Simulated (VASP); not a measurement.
# Ti in VASP: relaxation of the atoms with PBE

Aim: the relaxation of the atoms of Ti with PBE.

Program: VASP 6.6.1. These are calculated values, not measurements. Logs are shortened: lines on timing, memory, paths and dates and some standing lists are left out, and cuts for length are marked.

### Step 1. The cell of the first run

The cell holds a slab with vacuum, 4 atoms: a = 3.255 Å, b = 3.255 Å, c = 18.883 Å, α = 90.00°, β = 90.00°, γ = 90.00°.

### Step 2. Relaxation of the atoms, PBE

INCAR reads:

```
ALGO = Normal ; DIPOL = 0.5 0.5 0.500
EDIFF = 1E-6 ; EDIFFG = -0.03
ENCUT = 520 ; GGA = PE
IBRION = 2 ; IDIPOL = 3
ISIF = 2 ; ISMEAR = 0
LASPH = True ; LCHARG = False
LDIPOL = True ; LREAL = False
LWAVE = False ; NELM = 80
NSW = 70 ; PREC = Accurate
SIGMA = 0.1
```

KPOINTS reads:

```
k-points
0
Gamma
  9 9 1
```

POSCAR reads:

```
Ti
1.0
    3.2553359263      0.0000000000      0.0000000000
    0.0000000000      3.2553359263      0.0000000000
    0.0000000000      0.0000000000     18.8830038894
Ti
4
Selective dynamics
Direct
    0.5000000000      0.5000000000      0.3707037313  F F F
    0.0000000000      0.0000000000      0.4569012438  F F F
    0.5000000000      0.5000000000      0.5430987562  T T T
    0.0000000000      0.0000000000      0.6292962687  T T T
```

Potentials or basis: VASP PAW PBE potentials, release 64 (Ti_sv).

Command:

```sh
> cat potpaw_PBE.64/Ti_sv/POTCAR > POTCAR
> mpirun -np 1 vasp_std > vasp.out
```

OUTCAR:

```text
EDIFF = 1E-6
   EDIFFG = -0.03
   ENCUT = 520
   GGA = PE
   IBRION = 2
   ISIF = 2
   ISMEAR = 0
   LASPH = True
   LREAL = False
   NELM = 80
   NSW = 70
   PREC = Accurate

 ion  position               nearest neighbor table
   1  0.500  0.500  0.371-   2 2.82   2 2.82   2 2.82   2 2.82
   2  0.000  0.000  0.457-   3 2.82   3 2.82   3 2.82   3 2.82   1 2.82   1 2.82   1 2.82   1 2.82

   3  0.500  0.500  0.543-   2 2.82   2 2.82   2 2.82   2 2.82   4 2.82   4 2.82   4 2.82   4 2.82

   4  0.000  0.000  0.629-   3 2.82   3 2.82   3 2.82   3 2.82

  LATTYP: Found a simple tetragonal cell.
 ALAT       =     3.2553359263
 C/A-ratio  =     5.8006314300

  Lattice vectors:

 A1 = (   3.2553359263,   0.0000000000,   0.0000000000)
 A2 = (   0.0000000000,   3.2553359263,   0.0000000000)
 A3 = (   0.0000000000,   0.0000000000,  18.8830038894)

Analysis of symmetry for initial positions (statically):
=====================================================================
 Subroutine PRICEL returns:
 Original cell was already a primitive cell.

 Routine SETGRP: Setting up the symmetry group for a
 simple tetragonal supercell.

 Subroutine GETGRP returns: Found 16 space group operations
 (whereof  8 operations were pure point group operations)
 out of a pool of 16 trial point group operations.

The static configuration has the point symmetry C_4v.
 The point group associated with its full space group is D_4h.

Analysis of symmetry for dynamics (positions and initial velocities):
=====================================================================
 Subroutine PRICEL returns:
 Original cell was already a primitive cell.

 Routine SETGRP: Setting up the symmetry group for a
 simple tetragonal supercell.

 Subroutine GETGRP returns: Found 16 space group operations
 (whereof  8 operations were pure point group operations)
 out of a pool of 16 trial point group operations.

The dynamic configuration has the point symmetry C_4v.
 The point group associated with its full space group is D_4h.

Analysis of constrained symmetry for selective dynamics:
=====================================================================
 Subroutine PRICEL returns:
 Original cell was already a primitive cell.

 Routine SETGRP: Setting up the symmetry group for a
 simple tetragonal supercell.

 Subroutine GETGRP returns: Found  8 space group operations
 (whereof  8 operations were pure point group operations)
 out of a pool of 16 trial point group operations.

The constrained configuration has the point symmetry C_4v.

 Subroutine INISYM returns: Found  8 space group operations
 (whereof  8 operations are pure point group operations),
 and found     1 'primitive' translations

----------------------------------------------------------------------------------------

                                     Primitive cell

  volume of cell :     200.1072

  direct lattice vectors                    reciprocal lattice vectors
     3.255335926  0.000000000  0.000000000     0.307187959  0.000000000  0.000000000
     0.000000000  3.255335926  0.000000000     0.000000000  0.307187959  0.000000000
     0.000000000  0.000000000 18.883003889     0.000000000  0.000000000  0.052957676

  length of vectors
     3.255335926  3.255335926 18.883003889     0.307187959  0.307187959  0.052957676

  position of ions in fractional coordinates (direct lattice)
     0.500000000  0.500000000  0.370703731
     0.000000000  0.000000000  0.456901244
     0.500000000  0.500000000  0.543098756
     0.000000000  0.000000000  0.629296269

  ion indices of the primitive-cell ions
   primitive index   ion index
                 1           1
                 2           2
                 3           3
                 4           4

----------------------------------------------------------------------------------------

 KPOINTS: k-points

Automatic generation of k-mesh.
 Grid dimensions read from file:
 generate k-points for:    9    9    1

 Generating k-lattice:

  Cartesian coordinates                     Fractional coordinates (reciprocal lattice)
     0.034131995  0.000000000  0.000000000     0.111111111  0.000000000  0.000000000
     0.000000000  0.034131995  0.000000000     0.000000000  0.111111111  0.000000000
     0.000000000  0.000000000  0.052957676     0.000000000  0.000000000  1.000000000

  Length of vectors
     0.034131995  0.034131995  0.052957676

  Shift w.r.t. Gamma in fractional coordinates (k-lattice)
     0.000000000  0.000000000  0.000000000

 Subroutine IBZKPT returns following result:
 ===========================================

 Found     15 irreducible k-points:

 Following reciprocal coordinates:
            Coordinates               Weight
  0.000000  0.000000  0.000000      1.000000
  0.111111  0.000000  0.000000      4.000000
  0.222222  0.000000  0.000000      4.000000
  0.333333  0.000000  0.000000      4.000000
  0.444444  0.000000  0.000000      4.000000
  0.111111  0.111111  0.000000      4.000000
  0.222222  0.111111  0.000000      8.000000
  0.333333  0.111111  0.000000      8.000000
  0.444444  0.111111  0.000000      8.000000
  0.222222  0.222222  0.000000      4.000000
  0.333333  0.222222  0.000000      8.000000
  0.444444  0.222222  0.000000      8.000000
  0.333333  0.333333  0.000000      4.000000
  0.444444  0.333333  0.000000      8.000000
  0.444444  0.444444  0.000000      4.000000
   k-points           NKPTS =     15   k-points in BZ     NKDIM =     15   number of bands    NBANDS=     28
   number of dos      NEDOS =    301   number of ions     NIONS =      4
   total plane-waves  NPLWV =  80640
   dimension x,y,z NGX =    24 NGY =   24 NGZ =  140
   dimension x,y,z NGXF=    48 NGYF=   48 NGZF=  280
   ions per type =               4
   NGX,Y,Z   is equivalent  to a cutoff of  12.26, 12.26, 12.33 a.u.
   NGXF,Y,Z  is equivalent  to a cutoff of  24.51, 24.51, 24.65 a.u.
 SYSTEM =  unknown system
   PREC   = accura    normal or accurate (medium, high low for compatibility)
   ISTART =      0    job   : 0-new  1-cont  2-samecut
   ICHARG =      2    charge: 1-file 2-atom 10-const
   ISPIN  =      1    spin polarized calculation?
   LNONCOLLINEAR =      F non collinear calculations
   LSORBIT =      F    spin-orbit coupling
   LASPH  =      T    aspherical Exc in radial PAW
   ENCUT  =  520.0 eV  38.22 Ry    6.18 a.u.   6.05  6.05 35.11*2*pi/ulx,y,z
   NELM   =     80;   NELMIN=  2; NELMDL= -5     # of ELM steps
   EDIFF  = 0.1E-05   stopping-criterion for ELM
   LREAL  =      F    real-space projection
   EDIFFG = -.3E-01   stopping-criterion for IOM
   NSW    =     70    number of steps for IOM
   IBRION =      2    ionic relax: 0-MD 1-quasi-New 2-CG
   NFREE  =      1    steps in history (QN), initial steepest desc. (CG)
   ISIF   =      2    stress and relaxation
   ISYM   =      2    0-nonsym 1-usesym 2-fastsym
   POTIM  = 0.5000    time-step for ionic-motion
   TEBEG  =    0.0;   TEEND  =   0.0 temperature during run
   PSTRESS=    0.0 pullay stress
   NELECT =      48.0000    total number of electrons
   NUPDOWN=      -1.0000    fix difference up-down
   EMIN   =  10.00;   EMAX   =-10.00  energy-range for DOS
   EFERMI =   0.00;   METHOD = LEGACY
   ISMEAR =     0;   SIGMA  =   0.10  broadening in eV -4-tet -1-fermi 0-gaus
   EFERMI_NEDOS =   21; number of points for ismear=-14 and -15
   IALGO  =     38    algorithm
   IMIX   =      4    mixing-type and parameters
     AMIX     =   0.40;   BMIX     =  1.00
     AMIX_MAG =   1.60;   BMIX_MAG =  1.00
  volume/ion in A,a.u.               =      50.03       337.60
  Fermi-wavevector in a.u.,A,eV,Ry     =   1.017187  1.922206 14.077545  1.034670
  Thomas-Fermi vector in A             =   2.150574
   LORBIT       =      0    0 simple, 1 ext, 2 COOP (PROOUT), +10 PAW based schemes
   GGA     = PE    functional components
   LHFCALC =     F    Hartree Fock is set to
   AEXX    =    0.0000 exact exchange contribution
   IVDW    =     0    specifies the selected vdW correction
   LEPSILON=     F    determine dielectric tensor
   LRPA    =     F    only Hartree local field effects (RPA)
 conjugate gradient relaxation of ions
 non-spin polarized calculation
 Gauss-broadening in eV      SIGMA  =   0.10
  energy-cutoff  :      520.00
  volume of cell :      200.11
 maximum number of plane-waves:      5436
   NGX = 13   NGY = 13   NGZ = 71

--------------------------------------- Ionic step        1  -------------------------------------------

 number of electron      48.0000017 magnetization

 Free energy of the ion-electron system (eV)
  ---------------------------------------------------
  ext. energy  EPLUGINS =         0.00000000
  ---------------------------------------------------
  free energy    TOTEN  =       -28.81578597 eV

  energy without entropy =      -28.77455216  energy(sigma->0) =      -28.79516907

------------------------ aborting loop because EDIFF is reached ----------------------------------------

  FORCE on cell =-STRESS in cart. coord.  units (eV):
  Direction    XX          YY          ZZ          XY          YZ          ZX
  --------------------------------------------------------------------------------------
  -------------------------------------------------------------------------------------
  Total       -4.5550793     -4.5550793     -2.3519534      0.0000000      0.0000000      0.0000000
  in kB      -36.4706766    -36.4706766    -18.8311388      0.0000000      0.0000000      0.0000000
  external PRESSURE =     -30.5908307 kB  Pullay stress =       0.0000000 kB
[... 253 lines left out ...]
--------------------------------------- Ionic step        8  -------------------------------------------

 number of electron      48.0000019 magnetization

------------------------ aborting loop because EDIFF is reached ----------------------------------------

 vacuum level on the upper side and lower side of the slab       (xc-potential included)         0.005        -0.004

  FORCE on cell =-STRESS in cart. coord.  units (eV):
  Direction    XX          YY          ZZ          XY          YZ          ZX
  --------------------------------------------------------------------------------------
  -------------------------------------------------------------------------------------
  Total       -2.1338796     -2.1338796     -0.6177460      0.0000000      0.0000000      0.0000000
  in kB      -17.0851105    -17.0851105     -4.9460420      0.0000000      0.0000000      0.0000000
  external PRESSURE =     -13.0387543 kB  Pullay stress =       0.0000000 kB

 VOLUME and BASIS-vectors are now :
 -----------------------------------------------------------------------------
  energy-cutoff  :      520.00
  volume of cell :      200.11
      direct lattice vectors                 reciprocal lattice vectors
     3.255335926  0.000000000  0.000000000     0.307187959  0.000000000  0.000000000
     0.000000000  3.255335926  0.000000000     0.000000000  0.307187959  0.000000000
     0.000000000  0.000000000 18.883003889     0.000000000  0.000000000  0.052957676
[... 10 lines left out ...]
  FREE ENERGIE OF THE ION-ELECTRON SYSTEM (eV)
  ---------------------------------------------------
  free  energy   TOTEN  =       -28.8625996749 eV

  energy  without entropy=      -28.8238243061  energy(sigma->0) =      -28.84321199

 dipolmoment           0.000000      0.000000     -0.027108 electrons x Angstroem

--------------------------------------- Ionic step        9  -------------------------------------------

 number of electron      48.0000019 magnetization

 dipolmoment           0.000000      0.000000      0.000644 electrons x Angstroem

 Free energy of the ion-electron system (eV)
  ---------------------------------------------------
  ext. energy  EPLUGINS =         0.00000000
  ---------------------------------------------------
  free energy    TOTEN  =       -28.86648851 eV

  energy without entropy =      -28.82622777  energy(sigma->0) =      -28.84635814

 E-fermi :   0.8059     XC(G=0):  -5.0829

 val. band max:        0.7889195992   @ k =   0.3333   0.0000   0.0000
 cond. band min:       0.8061234065   @ k =   0.3333   0.2222   0.0000
 fundamental gap:      0.0172038073
 Fermi energy:         0.8059332999

 k-point     1 :       0.0000    0.0000    0.0000
  band No.  band energies     occupation
      1     -56.2606      2.00000
      2     -56.1217      2.00000
      3     -55.5339      2.00000
      4     -55.3495      2.00000
      5     -32.6154      2.00000
      6     -32.4766      2.00000
[... 454 lines left out ...]
     27       2.3394      0.00000
     28       2.3931      0.00000

------------------------ aborting loop because EDIFF is reached ----------------------------------------

 vacuum level on the upper side and lower side of the slab       (xc-potential included)        -0.206        -0.232

  FORCE on cell =-STRESS in cart. coord.  units (eV):
  Direction    XX          YY          ZZ          XY          YZ          ZX
  --------------------------------------------------------------------------------------
  -------------------------------------------------------------------------------------
  Total       -2.7902119     -2.7902119     -0.9607768      0.0000000      0.0000000      0.0000000
  in kB      -22.3400972    -22.3400972     -7.6925507      0.0000000      0.0000000      0.0000000
  external PRESSURE =     -17.4575817 kB  Pullay stress =       0.0000000 kB

 VOLUME and BASIS-vectors are now :
 -----------------------------------------------------------------------------
  energy-cutoff  :      520.00
  volume of cell :      200.11
      direct lattice vectors                 reciprocal lattice vectors
     3.255335926  0.000000000  0.000000000     0.307187959  0.000000000  0.000000000
     0.000000000  3.255335926  0.000000000     0.000000000  0.307187959  0.000000000
     0.000000000  0.000000000 18.883003889     0.000000000  0.000000000  0.052957676
[... 10 lines left out ...]
  FREE ENERGIE OF THE ION-ELECTRON SYSTEM (eV)
  ---------------------------------------------------
  free  energy   TOTEN  =       -28.8664885145 eV

  energy  without entropy=      -28.8262277732  energy(sigma->0) =      -28.84635814

 reached required accuracy - stopping structural energy minimisation

 vacuum level on the upper side and lower side of the slab         3.905         3.874
```

Wall time 9.9 min (1 thread of Intel Xeon Platinum 8259CL at 2.50GHz (Skylake/Cascade Lake), shared host); peak memory 0.3 GiB.

Results:

```yaml
Free_energy: -28.8665 eV
Energy_gained_by_relaxing: 12.7 meV/atom
Ionic_steps: 9
Band_gap_on_the_k_mesh: zero (bands 24 and 25 overlap by 0.57 eV)
```

Step by step:
```tsv
step	energy change (eV)	largest force on free atoms (eV/Å)	pressure (GPa)
1	0.0000	0.6007	-3.06
2	-0.0188	0.3893	-2.90
3	-0.0266	0.2192	-2.68
4	-0.0267	0.1917	-2.70
5	-0.0296	0.1824	-2.65
6	-0.0372	0.1508	-2.47
7	-0.0473	0.0871	-2.10
8	-0.0468	0.0822	-1.30
9	-0.0507	0.0275	-1.75
```

Final structure:
```yaml
crystal:
  lattice:
    - [3.25534, 0.00000, 0.00000]
    - [0.00000, 3.25534, 0.00000]
    - [0.00000, 0.00000, 18.88300]
  atoms:
    - { symbol: Ti, position: [0.50000, 0.50000, 0.37070] }
    - { symbol: Ti, position: [0.00000, 0.00000, 0.45690] }
    - { symbol: Ti, position: [0.50000, 0.50000, 0.53765] }
    - { symbol: Ti, position: [0.00000, 0.00000, 0.61720] }
```

Levels at points of the mesh, in eV from the Fermi level:
```
           k point  band 21  band 22  band 23  band 24  band 25  band 26  band 27  band 28
(0.00, 0.00, 0.00)    -1.85    -0.86     0.21     0.34     0.70     0.91     0.91     1.06
```
